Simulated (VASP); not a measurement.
Here is a VASP 6.6.1 calculation.

File INCAR:

```
SYSTEM = AlP
ALGO = Normal
EDIFF = 1E-6
ENCUT = 500
GGA = CA
GGA_COMPAT = .FALSE.
ISIF = 2
ISMEAR = 0
LASPH = .TRUE.
LCHARG = .TRUE.
LELF = .TRUE.
LREAL = .FALSE.
LVHAR = .TRUE.
LWAVE = .FALSE.
NBANDS = 11
NELM = 120
PREC = Accurate
SIGMA = 0.01
```

Contents of KPOINTS:

```
k-points
0
G
  8 8 8
  0 0 0
```

POSCAR

```
AlP
1.0
    2.6803737469      2.6803737469      0.0000000000
   -2.6803737469      2.6803737469      0.0000000000
    0.0000000000      2.6803737469      2.6803737469
Al P
1 1
Direct
    0.0000000000      0.0000000000      0.0000000000
    0.7500000000      0.2500000000      0.5000000000
```

Potentials or basis: VASP PAW LDA potentials, release 64 (Al, P).

Command:

```sh
$ cat potpaw_LDA.64/Al/POTCAR potpaw_LDA.64/P/POTCAR > POTCAR
$ mpirun -np 1 vasp_std > vasp.out
```

Problem. Predict the pressure.

Solution. 4.1 GPa.

Problem. Estimate the band gap on the k mesh.

Solution. 1.33 eV, indirect (least direct gap 3.57 eV).

A k mesh can miss the band edges.
